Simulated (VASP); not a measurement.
# TiC (Fm-3m) in VASP: notebook

Runs on TiC. Level: PBE. Tasks: relaxation of cell and atoms, single point.

Everything below comes from runs of VASP 6.6.1. Logs are shortened: lines on timing, memory, paths and dates and some standing lists are left out, and cuts for length are marked.

### 1 The cell of the first run

The structure is cubic, space group Fm-3m (No. 225). Conventional cell: a = 4.319 Å, b = 4.319 Å, c = 4.319 Å, α = 90.00°, β = 90.00°, γ = 90.00°. Ti (site symmetry m-3m) has 6 C at 2.16 Å within 2.9 Å. C (site symmetry m-3m) has 6 Ti at 2.16 Å within 2.9 Å.

### 2 Relaxation of cell and atoms, PBE

INCAR reads:

```
ALGO = Normal
EDIFF = 1E-6
EDIFFG = -0.005
ENCUT = 600
GGA = PE
IBRION = 2
ISIF = 3
ISMEAR = 0
LASPH = T
LCHARG = F
LREAL = F
LWAVE = F
NELM = 100
NSW = 100
PREC = Accurate
SIGMA = 0.1
```

KPOINTS reads:

```
k-points
0
Gamma
  16 16 16
```

POSCAR reads:

```
TiC
1.0
    0.0000000000      2.1593000000      2.1593000000
    2.1593000000      0.0000000000      2.1593000000
    2.1593000000      2.1593000000      0.0000000000
Ti C
1 1
Direct
    0.0000000000      0.0000000000      0.0000000000
    0.5000000000      0.5000000000      0.5000000000
```

Potentials or basis: VASP PAW PBE potentials, release 64 (Ti_sv, C).

Started as:

```sh
> cat potpaw_PBE.64/Ti_sv/POTCAR potpaw_PBE.64/C/POTCAR > POTCAR
> mpirun -np 1 vasp_std > vasp.out
```

OUTCAR:

```text
EDIFF = 1E-6
   EDIFFG = -0.005
   ENCUT = 600
   GGA = PE
   IBRION = 2
   ISIF = 3
   ISMEAR = 0
   LASPH = T
   LREAL = F
   NELM = 100
   NSW = 100
   PREC = Accurate

 ion  position               nearest neighbor table
   1  0.000  0.000  0.000-   2 2.16   2 2.16   2 2.16   2 2.16   2 2.16   2 2.16
   2  0.500  0.500  0.500-   1 2.16   1 2.16   1 2.16   1 2.16   1 2.16   1 2.16

  LATTYP: Found a face centered cubic cell.
 ALAT       =     4.3186000000

  Lattice vectors:

 A1 = (   0.0000000000,   2.1593000000,   2.1593000000)
 A2 = (   2.1593000000,   0.0000000000,   2.1593000000)
 A3 = (   2.1593000000,   2.1593000000,   0.0000000000)

Analysis of symmetry for initial positions (statically):
=====================================================================
 Subroutine PRICEL returns:
 Original cell was already a primitive cell.

 Routine SETGRP: Setting up the symmetry group for a
 face centered cubic supercell.

 Subroutine GETGRP returns: Found 48 space group operations
 (whereof 48 operations were pure point group operations)
 out of a pool of 48 trial point group operations.

The static configuration has the point symmetry O_h .

Analysis of symmetry for dynamics (positions and initial velocities):
=====================================================================
 Subroutine PRICEL returns:
 Original cell was already a primitive cell.

 Routine SETGRP: Setting up the symmetry group for a
 face centered cubic supercell.

 Subroutine GETGRP returns: Found 48 space group operations
 (whereof 48 operations were pure point group operations)
 out of a pool of 48 trial point group operations.

The dynamic configuration has the point symmetry O_h .

 Subroutine INISYM returns: Found 48 space group operations
 (whereof 48 operations are pure point group operations),
 and found     1 'primitive' translations

----------------------------------------------------------------------------------------

                                     Primitive cell

  volume of cell :      20.1358

  direct lattice vectors                    reciprocal lattice vectors
     0.000000000  2.159300000  2.159300000    -0.231556523  0.231556523  0.231556523
     2.159300000  0.000000000  2.159300000     0.231556523 -0.231556523  0.231556523
     2.159300000  2.159300000  0.000000000     0.231556523  0.231556523 -0.231556523

  length of vectors
     3.053711345  3.053711345  3.053711345     0.401067663  0.401067663  0.401067663

  position of ions in fractional coordinates (direct lattice)
     0.000000000  0.000000000  0.000000000
     0.500000000  0.500000000  0.500000000

  ion indices of the primitive-cell ions
   primitive index   ion index
                 1           1
                 2           2

----------------------------------------------------------------------------------------

 KPOINTS: k-points

Automatic generation of k-mesh.
 Grid dimensions read from file:
 generate k-points for:   16   16   16

 Generating k-lattice:

  Cartesian coordinates                     Fractional coordinates (reciprocal lattice)
    -0.014472283  0.014472283  0.014472283     0.062500000  0.000000000  0.000000000
     0.014472283 -0.014472283  0.014472283     0.000000000  0.062500000  0.000000000
     0.014472283  0.014472283 -0.014472283     0.000000000  0.000000000  0.062500000

  Length of vectors
     0.025066729  0.025066729  0.025066729

  Shift w.r.t. Gamma in fractional coordinates (k-lattice)
     0.000000000  0.000000000  0.000000000

 Subroutine IBZKPT returns following result:
 ===========================================

 Found    145 irreducible k-points:

 Following reciprocal coordinates:
            Coordinates               Weight
  0.000000  0.000000  0.000000      1.000000
  0.062500  0.000000  0.000000      8.000000
  0.125000  0.000000  0.000000      8.000000
  0.187500  0.000000  0.000000      8.000000
  0.250000  0.000000  0.000000      8.000000
  0.312500  0.000000  0.000000      8.000000
[... 16 lines left out ...]
 -0.125000  0.062500  0.000000     24.000000
 -0.062500  0.062500  0.000000     12.000000
 [... further k-points ...]
   k-points           NKPTS =    145   k-points in BZ     NKDIM =    145   number of bands    NBANDS=     12
   number of dos      NEDOS =    301   number of ions     NIONS =      2
   total plane-waves  NPLWV =  13824
   dimension x,y,z NGX =    24 NGY =   24 NGZ =   24
   dimension x,y,z NGXF=    48 NGYF=   48 NGZF=   48
   ions per type =               1   1
   NGX,Y,Z   is equivalent  to a cutoff of  13.07, 13.07, 13.07 a.u.
   NGXF,Y,Z  is equivalent  to a cutoff of  26.13, 26.13, 26.13 a.u.
 SYSTEM =  unknown system
   PREC   = accura    normal or accurate (medium, high low for compatibility)
   ISTART =      0    job   : 0-new  1-cont  2-samecut
   ICHARG =      2    charge: 1-file 2-atom 10-const
   ISPIN  =      1    spin polarized calculation?
   LNONCOLLINEAR =      F non collinear calculations
   LSORBIT =      F    spin-orbit coupling
   LASPH  =      T    aspherical Exc in radial PAW
   ENCUT  =  600.0 eV  44.10 Ry    6.64 a.u.   6.10  6.10  6.10*2*pi/ulx,y,z
   NELM   =    100;   NELMIN=  2; NELMDL= -5     # of ELM steps
   EDIFF  = 0.1E-05   stopping-criterion for ELM
   LREAL  =      F    real-space projection
   EDIFFG = -.5E-02   stopping-criterion for IOM
   NSW    =    100    number of steps for IOM
   IBRION =      2    ionic relax: 0-MD 1-quasi-New 2-CG
   NFREE  =      1    steps in history (QN), initial steepest desc. (CG)
   ISIF   =      3    stress and relaxation
   ISYM   =      2    0-nonsym 1-usesym 2-fastsym
   POTIM  = 0.5000    time-step for ionic-motion
   TEBEG  =    0.0;   TEEND  =   0.0 temperature during run
   PSTRESS=    0.0 pullay stress
   NELECT =      16.0000    total number of electrons
   NUPDOWN=      -1.0000    fix difference up-down
   EMIN   =  10.00;   EMAX   =-10.00  energy-range for DOS
   EFERMI =   0.00;   METHOD = LEGACY
   ISMEAR =     0;   SIGMA  =   0.10  broadening in eV -4-tet -1-fermi 0-gaus
   EFERMI_NEDOS =   21; number of points for ismear=-14 and -15
   IALGO  =     38    algorithm
   IMIX   =      4    mixing-type and parameters
     AMIX     =   0.40;   BMIX     =  1.00
     AMIX_MAG =   1.60;   BMIX_MAG =  1.00
  volume/ion in A,a.u.               =      10.07        67.94
  Fermi-wavevector in a.u.,A,eV,Ry     =   1.516323  2.865436 31.283015  2.299237
  Thomas-Fermi vector in A             =   2.625728
   LORBIT       =      0    0 simple, 1 ext, 2 COOP (PROOUT), +10 PAW based schemes
   GGA     = PE    functional components
   LHFCALC =     F    Hartree Fock is set to
   AEXX    =    0.0000 exact exchange contribution
   IVDW    =     0    specifies the selected vdW correction
   LEPSILON=     F    determine dielectric tensor
   LRPA    =     F    only Hartree local field effects (RPA)
 conjugate gradient relaxation of ions
 non-spin polarized calculation
 Gauss-broadening in eV      SIGMA  =   0.10
  energy-cutoff  :      600.00
  volume of cell :       20.14
 maximum number of plane-waves:       692
   NGX = 13   NGY = 13   NGZ = 13

--------------------------------------- Ionic step        1  -------------------------------------------

 number of electron      16.0000002 magnetization

 Free energy of the ion-electron system (eV)
  ---------------------------------------------------
  ext. energy  EPLUGINS =         0.00000000
  ---------------------------------------------------
  free energy    TOTEN  =       -18.70813375 eV

  energy without entropy =      -18.70611765  energy(sigma->0) =      -18.70712570

------------------------ aborting loop because EDIFF is reached ----------------------------------------

  FORCE on cell =-STRESS in cart. coord.  units (eV):
  Direction    XX          YY          ZZ          XY          YZ          ZX
  --------------------------------------------------------------------------------------
  -------------------------------------------------------------------------------------
  Total        0.3307447      0.3307447      0.3307447      0.0000000      0.0000000      0.0000000
  in kB       26.3168886     26.3168886     26.3168886      0.0000000      0.0000000      0.0000000
  external PRESSURE =      26.3168886 kB  Pullay stress =       0.0000000 kB
[... 57 lines left out ...]
  energy  without entropy=      -18.7049825987  energy(sigma->0) =      -18.70601421

--------------------------------------- Ionic step        3  -------------------------------------------

 number of electron      16.0000000 magnetization

 Free energy of the ion-electron system (eV)
  ---------------------------------------------------
  ext. energy  EPLUGINS =         0.00000000
  ---------------------------------------------------
  free energy    TOTEN  =       -18.70986111 eV

  energy without entropy =      -18.70782419  energy(sigma->0) =      -18.70884265

 E-fermi :   9.3893     XC(G=0): -12.6902

 val. band max:        9.3707103381   @ k =  -0.0625   0.0625   0.0000
 cond. band min:       9.3918551334   @ k =   0.1250   0.1250   0.0000
 fundamental gap:      0.0211447953
 Fermi energy:         9.3893457201

 k-point     1 :       0.0000    0.0000    0.0000
  band No.  band energies     occupation
      1     -47.1981      2.00000
      2     -23.2236      2.00000
      3     -23.2236      2.00000
      4     -23.2236      2.00000
      5      -2.9942      2.00000
      6      10.0880      0.00000
      7      10.0880      0.00000
      8      10.0880      0.00000
      9      11.0704      0.00000
     10      11.0704      0.00000
     11      11.0704      0.00000
     12      11.1046      0.00000
[... 331 lines left out ...]
 k-point    24 :      -0.0625    0.0625    0.0000
  band No.  band energies     occupation
      1     -47.1910      2.00000
      2     -23.2699      2.00000
      3     -23.2365      2.00000
      4     -23.2248      2.00000
      5      -2.7619      2.00000
      6       9.1778      1.99722
      7       9.3633      1.28724
      8       9.3707      1.20787
      9      10.1984      0.00000
     10      10.7718      0.00000
     11      11.6587      0.00000
     12      12.2137      0.00000

 [... further k-points ...]

------------------------ aborting loop because EDIFF is reached ----------------------------------------

  FORCE on cell =-STRESS in cart. coord.  units (eV):
  Direction    XX          YY          ZZ          XY          YZ          ZX
  --------------------------------------------------------------------------------------
  -------------------------------------------------------------------------------------
  Total       -0.0010849     -0.0010849     -0.0010849     -0.0000000      0.0000000     -0.0000000
  in kB       -0.0854320     -0.0854320     -0.0854320     -0.0000000      0.0000000     -0.0000000
  external PRESSURE =      -0.0854320 kB  Pullay stress =       0.0000000 kB
[... 17 lines left out ...]
  FREE ENERGIE OF THE ION-ELECTRON SYSTEM (eV)
  ---------------------------------------------------
  free  energy   TOTEN  =       -18.7098611137 eV

  energy  without entropy=      -18.7078241876  energy(sigma->0) =      -18.70884265

 reached required accuracy - stopping structural energy minimisation
```

Run time: 86 s. Hardware: 1 thread of AMD EPYC 7R13 (Zen 3), shared host; peak memory 0.15 GiB.

What came out:

- Free energy: -18.7099 eV
- Relaxed volume: 10.17 Å³/atom
- Relaxed cell: a = 3.064 Å, b = 3.064 Å, c = 3.064 Å, α = 60.00°, β = 60.00°, γ = 60.00°
- Space group after relaxing (to 0.05 Å): Fm-3m (No. 225)
- Energy gained by relaxing: 0.9 meV/atom
- Ionic steps: 3
- Pressure after relaxing: 0.0 GPa
- Band gap on the k mesh: zero (band 8 reaches 10.09 eV, above the bottom of band 9 at 8.99 eV)

Step by step:
| step | energy change (eV) | largest force (eV/Å) | pressure (GPa) | volume (Å³) |
| --- | --- | --- | --- | --- |
| 1 | 0.0000 | 0.0000 | 2.63 | 20.14 |
| 2 | 0.0011 | 0.0000 | -3.16 | 20.62 |
| 3 | -0.0017 | 0.0000 | -0.01 | 20.35 |

Final structure:
```xyz
2
Lattice="0.0000 2.1668 2.1668 2.1668 0.0000 2.1668 2.1668 2.1668 0.0000" Properties=species:S:1:pos:R:3 pbc="T T T"
Ti    0.0000    0.0000    0.0000
C     2.1668    2.1668    2.1668
```

Levels at points of the mesh, in eV from the Fermi level:
| k point | band 6 | band 7 | band 8 | band 9 | band 10 | band 11 |
| --- | --- | --- | --- | --- | --- | --- |
| (0.00, 0.00, 0.00) | 0.70 | 0.70 | 0.70 | 1.68 | 1.68 | 1.68 |
| (0.50, 0.00, 0.00) | -5.82 | -2.88 | -2.88 | 2.91 | 2.91 | 4.09 |
| (0.50, 0.50, 0.00) | -3.42 | -1.60 | -0.03 | -0.03 | 2.71 | 3.51 |

PBE usually gives volumes a little too large and moduli too small. Zero-point motion and thermal expansion aren't in these numbers.

### 3 Single point, PBE

This run uses another cell than the first one, of 10.17 Å³/atom, 1.010 times its volume.

INCAR reads:

```
  ALGO = Normal
  EDIFF = 1E-6
  ENCUT = 520
  GGA = PE
  ISIF = 2
  ISMEAR = 0
  LASPH = T
  LCHARG = F
  LREAL = F
  LWAVE = F
  NBANDS = 15
  NELM = 60
  PREC = Accurate
  SIGMA = 0.1
```

KPOINTS is that of step 2.

POSCAR reads:

```
TiC
1.0
    0.0000000000      2.1664107367      2.1664107367
    2.1664107367      0.0000000000      2.1664107367
    2.1664107367      2.1664107367      0.0000000000
Ti C
1 1
Direct
    0.0000000000      0.0000000000      0.0000000000
    0.5000000000      0.5000000000      0.5000000000
```

Potentials or basis: VASP PAW PBE potentials, release 64 (Ti_sv, C).

Started as:

```sh
> cat potpaw_PBE.64/Ti_sv/POTCAR potpaw_PBE.64/C/POTCAR > POTCAR
> mpirun -np 1 vasp_std > vasp.out
```

Run time: 15 s. Hardware: 1 thread of Intel Xeon 6975P-C (Granite Rapids), shared host; peak memory 0.17 GiB.

It converged, with:

```
Free energy            : -18.7095 eV
Pressure               : 0.2 GPa
Band gap on the k mesh : zero (band 8 reaches 10.09 eV, above the bottom of band 9 at 9.00 eV)
```

Levels at points of the mesh, in eV from the Fermi level:
```
           k point  band 6  band 7  band 8  band 9  band 10  band 11
(0.00, 0.00, 0.00)    0.70    0.70    0.70    1.68     1.68     1.68
(0.50, 0.00, 0.00)   -5.83   -2.88   -2.88    2.92     2.92     4.10
(0.50, 0.50, 0.00)   -3.42   -1.61   -0.03   -0.03     2.71     3.52
```
